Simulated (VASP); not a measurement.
# Ba (Im-3m) in VASP: further runs, part 2 of 2

VASP 6.6.1.

**5. Single point, r2SCAN**

POSCAR

```
Ba
1.0
   -2.5367939014      2.5367939014      2.5367939014
    2.5367939014     -2.5367939014      2.5367939014
    2.5367939014      2.5367939014     -2.5367939014
Ba
1
Direct
    0.0000000000      0.0000000000      0.0000000000
```

INCAR.step1

```
SYSTEM = Ba
PREC     = Accurate       ! precision mode
ENCUT    = 520            ! plane-wave cutoff, eV
ISMEAR   = 1              ! smearing method
SIGMA    = 1.0            ! smearing width, eV
LREAL    = .False.        ! projectors in reciprocal space
LASPH    = .True.         ! aspherical terms in the spheres
NELM     = 80             ! most SCF steps
NBANDS   = 11             ! bands
GGA      = PE             ! functional
ALGO     = Normal         ! electronic algorithm
EDIFF    = 1E-4           ! SCF threshold, eV
LWAVE    = .True.         ! write WAVECAR
LCHARG   = .False.        ! write CHGCAR
```

INCAR.step2

```
SYSTEM = Ba
PREC     = Accurate       ! precision mode
ENCUT    = 520            ! plane-wave cutoff, eV
EDIFF    = 1E-6           ! SCF threshold, eV
ISMEAR   = 1              ! smearing method
SIGMA    = 1.0            ! smearing width, eV
LREAL    = .False.        ! projectors in reciprocal space
LASPH    = .True.         ! aspherical terms in the spheres
NELM     = 80             ! most SCF steps
ALGO     = Normal         ! electronic algorithm
ISIF     = 2              ! what is computed and relaxed
LWAVE    = .False.        ! write WAVECAR
LCHARG   = .True.         ! write CHGCAR
METAGGA  = R2SCAN         ! meta-GGA
LMIXTAU  = .True.       
LELF     = .True.         ! ELF
LVHAR    = .True.       
NBANDS   = 11             ! bands
ISTART   = 1
```

KPOINTS

```
regular mesh
0
Gamma
  9 9 9
  0 0 0
```

Potentials or basis: VASP PAW PBE potentials, release 64 (Ba_sv).

Run with:

```
cat potpaw_PBE.64/Ba_sv/POTCAR > POTCAR
cp INCAR.step1 INCAR
mpirun -np 1 vasp_std > vasp.out
cp INCAR.step2 INCAR
mpirun -np 1 vasp_std > vasp.out
```

OUTCAR:

```text
SYSTEM = Ba
   PREC = Accurate
   ENCUT = 520
   EDIFF = 1E-6
   ISMEAR = 1
   LREAL = .False.
   LASPH = .True.
   NELM = 80
   ISIF = 2
   METAGGA = R2SCAN
   ISTART = 1

 ion  position               nearest neighbor table
   1  0.000  0.000  0.000-

  LATTYP: Found a body centered cubic cell.
 ALAT       =     5.0735878028

  Lattice vectors:

 A1 = (  -2.5367939014,   2.5367939014,   2.5367939014)
 A2 = (   2.5367939014,  -2.5367939014,   2.5367939014)
 A3 = (   2.5367939014,   2.5367939014,  -2.5367939014)

Analysis of symmetry for initial positions (statically):
=====================================================================
 Subroutine PRICEL returns:
 Original cell was already a primitive cell.

 Routine SETGRP: Setting up the symmetry group for a
 body centered cubic supercell.

 Subroutine GETGRP returns: Found 48 space group operations
 (whereof 48 operations were pure point group operations)
 out of a pool of 48 trial point group operations.

The static configuration has the point symmetry O_h .

Analysis of symmetry for dynamics (positions and initial velocities):
=====================================================================
 Subroutine PRICEL returns:
 Original cell was already a primitive cell.

 Routine SETGRP: Setting up the symmetry group for a
 body centered cubic supercell.

 Subroutine GETGRP returns: Found 48 space group operations
 (whereof 48 operations were pure point group operations)
 out of a pool of 48 trial point group operations.

The dynamic configuration has the point symmetry O_h .

 Subroutine INISYM returns: Found 48 space group operations
 (whereof 48 operations are pure point group operations),
 and found     1 'primitive' translations

----------------------------------------------------------------------------------------
[... 114 lines left out ...]
  Thomas-Fermi vector in A             =   1.995593
   LORBIT       =      0    0 simple, 1 ext, 2 COOP (PROOUT), +10 PAW based schemes
   METAGGA = R2SCAN    functional components
   LHFCALC =     F    Hartree Fock is set to
   AEXX    =    0.0000 exact exchange contribution
   IVDW    =     0    specifies the selected vdW correction
   LEPSILON=     F    determine dielectric tensor
   LRPA    =     F    only Hartree local field effects (RPA)
 non-spin polarized calculation
 Methfessel and Paxton  Order N= 1 SIGMA  =   1.00
  energy-cutoff  :      520.00
  volume of cell :       65.30
 maximum number of plane-waves:      1775
 NGX is ok and might be reduce to    36
   NGX = 17   NGY = 17   NGZ = 17

 number of electron      10.0000000 magnetization

 Free energy of the ion-electron system (eV)
  ---------------------------------------------------
  ext. energy  EPLUGINS =         0.00000000
  ---------------------------------------------------
  free energy    TOTEN  =       -26.40627574 eV

  energy without entropy =      -26.37156094  energy(sigma->0) =      -26.39470414

 E-fermi :   1.6524     XC(G=0):  -7.7064

 val. band max:        1.6233641063   @ k =  -0.4444  -0.4444   0.2222
 cond. band min:       1.6547194374   @ k =  -0.3333   0.3333   0.3333
 fundamental gap:      0.0313553311
 Fermi energy:         1.6524132782

 k-point     1 :       0.0000    0.0000    0.0000
  band No.  band energies     occupation
      1     -28.3702      2.00000
      2     -12.9205      2.00000
      3     -12.9205      2.00000
      4     -12.9205      2.00000
      5      -1.2573      2.00031
      6       3.7056     -0.01341
      7       3.7056     -0.01341
      8       3.7056     -0.01341
      9       5.0133     -0.00002
     10       5.0133     -0.00002
     11       8.7883     -0.00000
[... 309 lines left out ...]
 k-point    24 :      -0.4444   -0.4444    0.1111
  band No.  band energies     occupation
      1     -28.3232      2.00000
      2     -13.2985      2.00000
      3     -13.1170      2.00000
      4     -12.9868      2.00000
      5       1.2712      1.59621
      6       2.1422      0.27108
      7       2.7147     -0.06088
      8       4.2758     -0.00131
      9       5.7705     -0.00000
     10       7.1926     -0.00000
     11       7.7433     -0.00000

 [... further k-points ...]

------------------------ aborting loop because EDIFF is reached ----------------------------------------

  FORCE on cell =-STRESS in cart. coord.  units (eV):
  Direction    XX          YY          ZZ          XY          YZ          ZX
  --------------------------------------------------------------------------------------
  -------------------------------------------------------------------------------------
  Total        0.0765648      0.0765648      0.0765648     -0.0000000     -0.0000000      0.0000000
  in kB        1.8785569      1.8785569      1.8785569     -0.0000000     -0.0000000      0.0000000
  external PRESSURE =       1.8785569 kB  Pullay stress =       0.0000000 kB

 VOLUME and BASIS-vectors are now :
 -----------------------------------------------------------------------------
  energy-cutoff  :      520.00
  volume of cell :       65.30
      direct lattice vectors                 reciprocal lattice vectors
    -2.536793901  2.536793901  2.536793901     0.000000000  0.197099181  0.197099181
     2.536793901 -2.536793901  2.536793901     0.197099181  0.000000000  0.197099181
     2.536793901  2.536793901 -2.536793901     0.197099181  0.197099181  0.000000000

 POSITION                                       TOTAL-FORCE (eV/Angst)
 -----------------------------------------------------------------------------------
      0.00000      0.00000      0.00000        -0.000000     -0.000000     -0.000000
 -----------------------------------------------------------------------------------
    total drift:                               -0.000000      0.000000      0.000000

  FREE ENERGIE OF THE ION-ELECTRON SYSTEM (eV)
  ---------------------------------------------------
  free  energy   TOTEN  =       -26.4062757382 eV

  energy  without entropy=      -26.3715609401  energy(sigma->0) =      -26.39470414
```

OUTCAR.step1:

```text
SYSTEM = Ba
   PREC = Accurate
   ENCUT = 520
   ISMEAR = 1
   LREAL = .False.
   LASPH = .True.
   NELM = 80
[... 553 lines left out ...]
 -----------------------------------------------------------------------------------
      0.00000      0.00000      0.00000        -0.000000     -0.000000      0.000000
 -----------------------------------------------------------------------------------
    total drift:                               -0.000000      0.000000      0.000000

  FREE ENERGIE OF THE ION-ELECTRON SYSTEM (eV)
  ---------------------------------------------------
  free  energy   TOTEN  =        -1.8787932154 eV

  energy  without entropy=       -1.8253925536  energy(sigma->0) =       -1.86099299
```

OSZICAR.step1:

```text
N       E                     dE             d eps       ncg     rms          rms(c)
DAV:   1     0.572788878512E+02    0.57279E+02   -0.41571E+03   770   0.742E+02
DAV:   2     0.768173694531E+00   -0.56511E+02   -0.55237E+02   954   0.137E+02
DAV:   3    -0.180173348297E+01   -0.25699E+01   -0.25494E+01   943   0.314E+01
DAV:   4    -0.187533540322E+01   -0.73602E-01   -0.73441E-01  1027   0.487E+00
DAV:   5    -0.187733929474E+01   -0.20039E-02   -0.20035E-02  1047   0.675E-01    0.158E+00
DAV:   6    -0.187762008902E+01   -0.28079E-03   -0.30978E-03   933   0.533E-01    0.945E-01
DAV:   7    -0.187860404163E+01   -0.98395E-03   -0.68969E-03   872   0.893E-01    0.455E-02
DAV:   8    -0.187878438840E+01   -0.18035E-03   -0.33006E-04  1081   0.115E-01    0.278E-02
DAV:   9    -0.187879321543E+01   -0.88270E-05   -0.72507E-06   484   0.254E-02
   1 F= -.18787932E+01 E0= -.18609930E+01  d E =-.534007E-01
```

Run time: 65 s. Hardware: 1 thread of Intel Xeon Platinum 8488C (Sapphire Rapids), shared host; peak memory 0.21 GiB.

What came out:

```yaml
Free_energy: -26.4063 eV
Pressure: 0.2 GPa
Band_gap_on_the_k_mesh: zero (bands 5 and 6 overlap by 0.94 eV)
```

Caveat: so wide a smearing shifts energies and pressures; the PAW data sets were made with another functional, which shifts forces and pressure a little; spin-orbit coupling is left out, which moves the levels of the heavy elements.

**6. Single point, r2SCAN**

POSCAR is that of step 5.

INCAR.step1

```
SYSTEM = Ba
ALGO = Normal
EDIFF = 1E-4
ENCUT = 520
GGA = PE
ISMEAR = 1
LASPH = .True.
LCHARG = .False.
LREAL = .False.
LWAVE = .True.
NBANDS = 11
NELM = 60
PREC = Accurate
SIGMA = 0.1
```

INCAR.step2

```
SYSTEM = Ba
ALGO = Normal
EDIFF = 1E-6
ENCUT = 520
ISIF = 2
ISMEAR = 1
ISTART = 1
LASPH = .True.
LCHARG = .True.
LELF = .True.
LMIXTAU = .True.
LREAL = .False.
LVHAR = .True.
LWAVE = .False.
METAGGA = R2SCAN
NBANDS = 11
NELM = 60
PREC = Accurate
SIGMA = 0.1
```

KPOINTS

```
k-points
0
Gamma
  9 9 9
  0 0 0
```

Potentials or basis: VASP PAW PBE potentials, release 64 (Ba_sv).

Run with:

```
cat potpaw_PBE.64/Ba_sv/POTCAR > POTCAR
cp INCAR.step1 INCAR
mpirun -np 1 vasp_std > vasp.out
cp INCAR.step2 INCAR
mpirun -np 1 vasp_std > vasp.out
```

Wall time 64 s (1 thread of Intel Xeon Platinum 8488C (Sapphire Rapids), shared host); peak memory 0.21 GiB.

Results (log left out):

```
Free energy            : -26.4334 eV
Pressure               : 0.0 GPa
Band gap on the k mesh : zero (bands 5 and 6 overlap by 0.94 eV)
```

Levels at points of the mesh, in eV from the Fermi level:
| k point | band 3 | band 4 | band 5 | band 6 | band 7 | band 8 |
| --- | --- | --- | --- | --- | --- | --- |
| (0.00, 0.00, 0.00) | -14.56 | -14.56 | -2.90 | 2.07 | 2.07 | 2.07 |

Caveat: the PAW data sets were made with another functional, which shifts forces and pressure a little; spin-orbit coupling is left out, which moves the levels of the heavy elements.

**7. Overview**

| smearing | gap on the mesh (eV) | pressure (GPa) |
| --- | --- | --- |
| methfessel-paxton 0.2 eV | none | 0.0 |
| methfessel-paxton 0.3 eV | none | 0.0 |
| methfessel-paxton 0.6 eV | none | 0.0 |
| methfessel-paxton 1 eV | none | 0.2 |
| methfessel-paxton 0.1 eV | none | 0.0 |

Alike in all rows: task single point; level r2SCAN; potentials or basis VASP PAW PBE potentials, release 64 (Ba_sv); no spin polarisation; cell as given; k mesh 9 × 9 × 9; cutoff (eV) 520.

Caveats: the PAW data sets were made with another functional, which shifts forces and pressure a little; spin-orbit coupling is left out, which moves the levels of the heavy elements; so wide a smearing shifts energies and pressures (at least some runs).

Total energies depend on the potentials used, so only differences within one code and one set of settings carry meaning.
